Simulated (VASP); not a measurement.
# Fe (Fm-3m) in VASP: single point with PBE+U

Aim: the single point of Fe with PBE+U.

Everything below comes from runs of VASP 6.6.1. Logs are shortened: lines on timing, memory, paths and dates and some standing lists are left out, and cuts for length are marked.

## 1. The cell of the first run

It takes space group Fm-3m (No. 225, cubic). The conventional cell has a = 3.679 Å, b = 3.679 Å, c = 3.679 Å, α = 90.00°, β = 90.00°, γ = 90.00°. Within 3.4 Å of Fe (site symmetry m-3m) lie 12 Fe at 2.60 Å.

This isn't the form of Fe at room conditions, which is bcc.

## 2. Single point, PBE+U, collinear spin, ferromagnetic start

Contents of INCAR:

```
PREC = Accurate ; ENCUT = 520
EDIFF = 1E-6 ; ISMEAR = -1
SIGMA = 0.1 ; LREAL = False
LASPH = True ; NELM = 150
ALGO = Normal ; ISIF = 2
LWAVE = False ; LCHARG = False
ISPIN = 2 ; MAGMOM = 4 4
LORBIT = 11 ; LMAXMIX = 4
LDAU = True ; LDAUTYPE = 2
LDAUL = 2 ; LDAUU = 5.3
LDAUJ = 0 ; LDAUPRINT = 1
GGA = PE ; ISYM = 0
NBANDS = 19
```

Contents of KPOINTS:

```
regular mesh
0
Gamma
  12 7 9
```

Contents of POSCAR:

```
Fe
1.0
    0.0000000000     -1.8395000000     -1.8395000000
   -3.6790000000     -1.8395000000     -1.8395000000
    0.0000000000      1.8395000000     -1.8395000000
Fe
2
Direct
    0.0000000000      0.0000000000      0.0000000000
    0.0000000000      0.5000000000      0.5000000000
```

Potentials or basis: VASP PAW PBE potentials, release 64 (Fe).

On the command line:

```sh
> cat potpaw_PBE.64/Fe/POTCAR > POTCAR
> mpirun -np 1 vasp_std > vasp.out
```

OUTCAR:

```text
PREC = Accurate
   ENCUT = 520
   EDIFF = 1E-6
   ISMEAR = -1
   LREAL = False
   LASPH = True
   NELM = 150
   ISIF = 2
   ISPIN = 2
   LORBIT = 11
   GGA = PE
   ISYM = 0

 ion  position               nearest neighbor table
   1  0.000  0.000  0.000-   2 2.60   2 2.60   2 2.60   2 2.60   2 2.60   2 2.60   2 2.60   2 2.60

   2  0.000  0.500  0.500-   1 2.60   1 2.60   1 2.60   1 2.60   1 2.60   1 2.60   1 2.60   1 2.60

IMPORTANT INFORMATION: All symmetrisations will be switched off!
NOSYMM: (Re-)initialisation of all symmetry stuff for point group C_1.

----------------------------------------------------------------------------------------

                                     Primitive cell

  volume of cell :      24.8977

  direct lattice vectors                    reciprocal lattice vectors
     0.000000000 -1.839500000 -1.839500000     0.271812993 -0.271812993 -0.271812993
    -3.679000000 -1.839500000 -1.839500000    -0.271812993  0.000000000  0.000000000
     0.000000000  1.839500000 -1.839500000     0.000000000  0.271812993 -0.271812993

  length of vectors
     2.601445848  4.505836382  2.601445848     0.470793913  0.271812993  0.384401621

  position of ions in fractional coordinates (direct lattice)
     0.000000000  0.000000000  0.000000000
     0.000000000  0.500000000  0.500000000

  ion indices of the primitive-cell ions
   primitive index   ion index
                 1           1
                 2           2

----------------------------------------------------------------------------------------

 KPOINTS: regular mesh

Automatic generation of k-mesh.
 Grid dimensions read from file:
 generate k-points for:   12    7    9

 Generating k-lattice:

  Cartesian coordinates                     Fractional coordinates (reciprocal lattice)
     0.022651083 -0.022651083 -0.022651083     0.083333333  0.000000000  0.000000000
    -0.038830428  0.000000000  0.000000000     0.000000000  0.142857143  0.000000000
     0.000000000  0.030201444 -0.030201444     0.000000000  0.000000000  0.111111111

  Length of vectors
     0.039232826  0.038830428  0.042711291

  Shift w.r.t. Gamma in fractional coordinates (k-lattice)
     0.000000000  0.000000000  0.000000000

 -----------------------------------------------------------------------------
|                                                                             |
|           W    W    AA    RRRRR   N    N  II  N    N   GGGG   !!!           |
|           W    W   A  A   R    R  NN   N  II  NN   N  G    G  !!!           |
|           W    W  A    A  R    R  N N  N  II  N N  N  G       !!!           |
|           W WW W  AAAAAA  RRRRR   N  N N  II  N  N N  G  GGG   !            |
|           WW  WW  A    A  R   R   N   NN  II  N   NN  G    G                |
|           W    W  A    A  R    R  N    N  II  N    N   GGGG   !!!           |
|                                                                             |
|     Your reciprocal lattice and k-lattice belong to different lattice       |
|     classes:                                                                |
|                                                                             |
|        The reciprocal lattice is simple tetragonal,                         |
|        whereas your k-lattice is simple monoclinic.                         |
|                                                                             |
|     Results are often still useful ...                                      |
|                                                                             |
 -----------------------------------------------------------------------------

 WARNING: IBZKPT: internal override: KBLOWUP is changed to .FALSE.
      ... skipping the blow-up phase ...

 Subroutine IBZKPT returns following result:
 ===========================================

 Found    379 irreducible k-points:

 Following reciprocal coordinates:
            Coordinates               Weight
  0.000000  0.000000  0.000000      1.000000
  0.083333  0.000000  0.000000      2.000000
  0.166667  0.000000  0.000000      2.000000
  0.250000  0.000000  0.000000      2.000000
  0.333333  0.000000  0.000000      2.000000
  0.416667  0.000000  0.000000      2.000000
[... 16 lines left out ...]
  0.250000  0.285714  0.000000      2.000000
  0.333333  0.285714  0.000000      2.000000
[... 36 lines left out ...]
   IALGO  =     38    algorithm
   IMIX   =      4    mixing-type and parameters
     AMIX     =   0.40;   BMIX     =  1.00
     AMIX_MAG =   1.60;   BMIX_MAG =  1.00
  volume/ion in A,a.u.               =      12.45        84.01
  Fermi-wavevector in a.u.,A,eV,Ry     =   1.412738  2.669688 27.154907  1.995829
  Thomas-Fermi vector in A             =   2.534456
   LORBIT       =     11    0 simple, 1 ext, 2 COOP (PROOUT), +10 PAW based schemes
 LDA+U is selected, type is set to LDAUTYPE =  2
   angular momentum for each species LDAUL =     2
   U (eV)           for each species LDAUU =   5.3
   J (eV)           for each species LDAUJ =   0.0
   GGA     = PE    functional components
   LHFCALC =     F    Hartree Fock is set to
   AEXX    =    0.0000 exact exchange contribution
   IVDW    =     0    specifies the selected vdW correction
   LEPSILON=     F    determine dielectric tensor
   LRPA    =     F    only Hartree local field effects (RPA)
 spin polarized calculation
  energy-cutoff  :      520.00
  volume of cell :       24.90
 maximum number of plane-waves:       688
   NGX =  9   NGY = 17   NGZ =  9

atom =   1  type =  1  l = 2

 onsite density matrix

spin component  1

  0.9460  0.0000 -0.0000  0.0000 -0.0002
  0.0000  0.9445  0.0004  0.0000 -0.0007
 -0.0000  0.0004  0.9538  0.0002  0.0002
  0.0000  0.0000  0.0002  0.9460 -0.0001
 -0.0002 -0.0007  0.0002 -0.0001  0.9535

spin component  2

  0.3607  0.0001 -0.0003  0.0007  0.0002
  0.0001  0.3600 -0.0011  0.0001  0.0019
 -0.0003 -0.0011  0.1590  0.0000  0.0003
  0.0007  0.0001  0.0000  0.3604  0.0003
  0.0002  0.0019  0.0003  0.0003  0.1586

 occupancies and eigenvectors

  o =  0.1584  v =  0.0000  0.0000  0.0000  0.0000  0.0000 -0.0014 -0.0110 -0.4554 -0.0015  0.8902      0.0000  0.0000  0.0000  0.0000  0.0000  0.0000  0.0000  0.0000  0.0000  0.0000
  o =  0.1591  v =  0.0000  0.0000  0.0000  0.0000  0.0000  0.0009  0.0006  0.8903 -0.0008  0.4554      0.0000  0.0000  0.0000  0.0000  0.0000  0.0000  0.0000  0.0000  0.0000  0.0000
  o =  0.3598  v =  0.0000  0.0000  0.0000  0.0000  0.0000 -0.6289 -0.0994  0.0015  0.7711 -0.0002      0.0000  0.0000  0.0000  0.0000  0.0000  0.0000  0.0000  0.0000  0.0000  0.0000
  o =  0.3600  v =  0.0000  0.0000  0.0000  0.0000  0.0000  0.1724 -0.9849  0.0052  0.0137 -0.0092      0.0000  0.0000  0.0000  0.0000  0.0000  0.0000  0.0000  0.0000  0.0000  0.0000
  o =  0.3613  v =  0.0000  0.0000  0.0000  0.0000  0.0000  0.7581  0.1415 -0.0019  0.6366  0.0030      0.0000  0.0000  0.0000  0.0000  0.0000  0.0000  0.0000  0.0000  0.0000  0.0000
  o =  0.9444  v = -0.0059 -0.9957  0.0461 -0.0055 -0.0796  0.0000  0.0000  0.0000  0.0000  0.0000      0.0000  0.0000  0.0000  0.0000  0.0000  0.0000  0.0000  0.0000  0.0000  0.0000
  o =  0.9459  v =  0.9176 -0.0042  0.0125 -0.3968  0.0202  0.0000  0.0000  0.0000  0.0000  0.0000      0.0000  0.0000  0.0000  0.0000  0.0000  0.0000  0.0000  0.0000  0.0000  0.0000
  o =  0.9460  v = -0.3965  0.0101  0.0217 -0.9175 -0.0208  0.0000  0.0000  0.0000  0.0000  0.0000      0.0000  0.0000  0.0000  0.0000  0.0000  0.0000  0.0000  0.0000  0.0000  0.0000
  o =  0.9535  v = -0.0222 -0.0917 -0.5094 -0.0228  0.8551  0.0000  0.0000  0.0000  0.0000  0.0000      0.0000  0.0000  0.0000  0.0000  0.0000  0.0000  0.0000  0.0000  0.0000  0.0000
  o =  0.9539  v =  0.0162  0.0011 -0.8590 -0.0157 -0.5116  0.0000  0.0000  0.0000  0.0000  0.0000      0.0000  0.0000  0.0000  0.0000  0.0000  0.0000  0.0000  0.0000  0.0000  0.0000

atom =   2  type =  1  l = 2

 onsite density matrix

spin component  1

  0.9460  0.0000 -0.0000  0.0000 -0.0002
  0.0000  0.9445  0.0004  0.0000 -0.0007
 -0.0000  0.0004  0.9538  0.0002  0.0002
  0.0000  0.0000  0.0002  0.9460 -0.0001
 -0.0002 -0.0007  0.0002 -0.0001  0.9536

spin component  2

  0.3607  0.0001 -0.0003  0.0007  0.0002
  0.0001  0.3600 -0.0011  0.0001  0.0019
 -0.0003 -0.0011  0.1590  0.0000  0.0003
  0.0007  0.0001  0.0000  0.3604  0.0003
  0.0002  0.0019  0.0003  0.0003  0.1586

 occupancies and eigenvectors

  o =  0.1585  v =  0.0000  0.0000  0.0000  0.0000  0.0000 -0.0014 -0.0110 -0.4555 -0.0015  0.8901      0.0000  0.0000  0.0000  0.0000  0.0000  0.0000  0.0000  0.0000  0.0000  0.0000
  o =  0.1591  v =  0.0000  0.0000  0.0000  0.0000  0.0000  0.0009  0.0006  0.8902 -0.0008  0.4556      0.0000  0.0000  0.0000  0.0000  0.0000  0.0000  0.0000  0.0000  0.0000  0.0000
  o =  0.3598  v =  0.0000  0.0000  0.0000  0.0000  0.0000 -0.6345 -0.0328  0.0011  0.7722  0.0005      0.0000  0.0000  0.0000  0.0000  0.0000  0.0000  0.0000  0.0000  0.0000  0.0000
  o =  0.3600  v =  0.0000  0.0000  0.0000  0.0000  0.0000  0.1220 -0.9908  0.0053  0.0581 -0.0093      0.0000  0.0000  0.0000  0.0000  0.0000  0.0000  0.0000  0.0000  0.0000  0.0000
  o =  0.3613  v =  0.0000  0.0000  0.0000  0.0000  0.0000  0.7632  0.1310 -0.0018  0.6327  0.0029      0.0000  0.0000  0.0000  0.0000  0.0000  0.0000  0.0000  0.0000  0.0000  0.0000
  o =  0.9444  v =  0.0047  0.9958 -0.0460  0.0031  0.0795  0.0000  0.0000  0.0000  0.0000  0.0000      0.0000  0.0000  0.0000  0.0000  0.0000  0.0000  0.0000  0.0000  0.0000  0.0000
  o =  0.9460  v =  0.9404 -0.0046  0.0110 -0.3392  0.0215  0.0000  0.0000  0.0000  0.0000  0.0000      0.0000  0.0000  0.0000  0.0000  0.0000  0.0000  0.0000  0.0000  0.0000  0.0000
  o =  0.9460  v =  0.3389 -0.0071 -0.0226  0.9403  0.0199  0.0000  0.0000  0.0000  0.0000  0.0000      0.0000  0.0000  0.0000  0.0000  0.0000  0.0000  0.0000  0.0000  0.0000  0.0000
  o =  0.9535  v =  0.0224  0.0917  0.5089  0.0230 -0.8553  0.0000  0.0000  0.0000  0.0000  0.0000      0.0000  0.0000  0.0000  0.0000  0.0000  0.0000  0.0000  0.0000  0.0000  0.0000
  o =  0.9539  v = -0.0161 -0.0011  0.8592  0.0157  0.5111  0.0000  0.0000  0.0000  0.0000  0.0000      0.0000  0.0000  0.0000  0.0000  0.0000  0.0000  0.0000  0.0000  0.0000  0.0000

 number of electron      15.9999993 magnetization       6.2566795

 Free energy of the ion-electron system (eV)
  ---------------------------------------------------
  ext. energy  EPLUGINS =         0.00000000
  ---------------------------------------------------
  free energy    TOTEN  =        -8.83564333 eV

  energy without entropy =       -8.77929767  energy(sigma->0) =       -8.80747050

 E-fermi :   6.0432     XC(G=0): -12.5702

 val. band max:        6.0431588161   @ k =   0.0833   0.4286   0.3333
 cond. band min:       6.0463300709   @ k =   0.0000   0.0000   0.0000
 fundamental gap:      0.0031712548
 Fermi energy:         6.0431965682

 spin component 1

 k-point     1 :       0.0000    0.0000    0.0000
  band No.  band energies     occupation
      1      -2.9662      1.00000
      2      -1.9036      1.00000
      3      -1.4859      1.00000
      4       0.1474      1.00000
      5       0.1486      1.00000
      6       0.1551      1.00000
[... 1049 lines left out ...]
     18      26.3024      0.00000
     19      29.5817      0.00000

 [... further k-points ...]

------------------------ aborting loop because EDIFF is reached ----------------------------------------

  FORCE on cell =-STRESS in cart. coord.  units (eV):
  Direction    XX          YY          ZZ          XY          YZ          ZX
  --------------------------------------------------------------------------------------
  -------------------------------------------------------------------------------------
  Total        1.9195214      1.7915699      1.7959802     -0.0132081      0.1087337     -0.0131841
  in kB      123.5219591    115.2882315    115.5720351     -0.8499435      6.9970593     -0.8484046
  external PRESSURE =     118.1274086 kB  Pullay stress =       0.0000000 kB

 VOLUME and BASIS-vectors are now :
 -----------------------------------------------------------------------------
  energy-cutoff  :      520.00
  volume of cell :       24.90
      direct lattice vectors                 reciprocal lattice vectors
     0.000000000 -1.839500000 -1.839500000     0.271812993 -0.271812993 -0.271812993
    -3.679000000 -1.839500000 -1.839500000    -0.271812993  0.000000000  0.000000000
     0.000000000  1.839500000 -1.839500000     0.000000000  0.271812993 -0.271812993

 POSITION                                       TOTAL-FORCE (eV/Angst)
 -----------------------------------------------------------------------------------
      0.00000      0.00000      0.00000         0.000000     -0.000000     -0.000000
     -1.83950      0.00000     -1.83950        -0.000000      0.000000      0.000000
 -----------------------------------------------------------------------------------
    total drift:                               -0.000000     -0.000000     -0.000000

  FREE ENERGIE OF THE ION-ELECTRON SYSTEM (eV)
  ---------------------------------------------------
  free  energy   TOTEN  =        -8.8356433285 eV

  energy  without entropy=       -8.7792976722  energy(sigma->0) =       -8.80747050

 total charge

# of ion       s       p       d       tot
------------------------------------------
    1        0.483   0.521   6.119   7.123
    2        0.483   0.521   6.119   7.123
--------------------------------------------------
tot          0.966   1.041  12.238  14.245

 magnetization (x)

# of ion       s       p       d       tot
------------------------------------------
    1       -0.016  -0.084   3.343   3.243
    2       -0.016  -0.084   3.343   3.244
--------------------------------------------------
tot         -0.032  -0.168   6.687   6.487
```

Wall time 11 min (1 thread of Intel Xeon Platinum 8259CL at 2.50GHz (Skylake/Cascade Lake), shared host); peak memory 0.35 GiB.

Results:

| Property | Result |
| --- | --- |
| Free energy | -8.8356 eV |
| Pressure | 11.8 GPa |
| Net moment | 6.26 μB per cell |
| Site moments | Fe +3.24 μB |
| Valence electrons inside the program's atomic spheres | Fe 7.12 |

Eigenvalues of the final occupation matrices:
| site | spin | trace | eigenvalues |
| --- | --- | --- | --- |
| site 1 d | 1 | 4.74 | 0.94 0.95 0.95 0.95 0.95 |
| site 1 d | 2 | 1.40 | 0.16 0.16 0.36 0.36 0.36 |
| site 2 d | 1 | 4.74 | 0.94 0.95 0.95 0.95 0.95 |
| site 2 d | 2 | 1.40 | 0.16 0.16 0.36 0.36 0.36 |

Caveat: the cell stands under pressure; the U is typed as a test and isn't derived for this compound. The state reached can hang on the start; a lower one may exist.
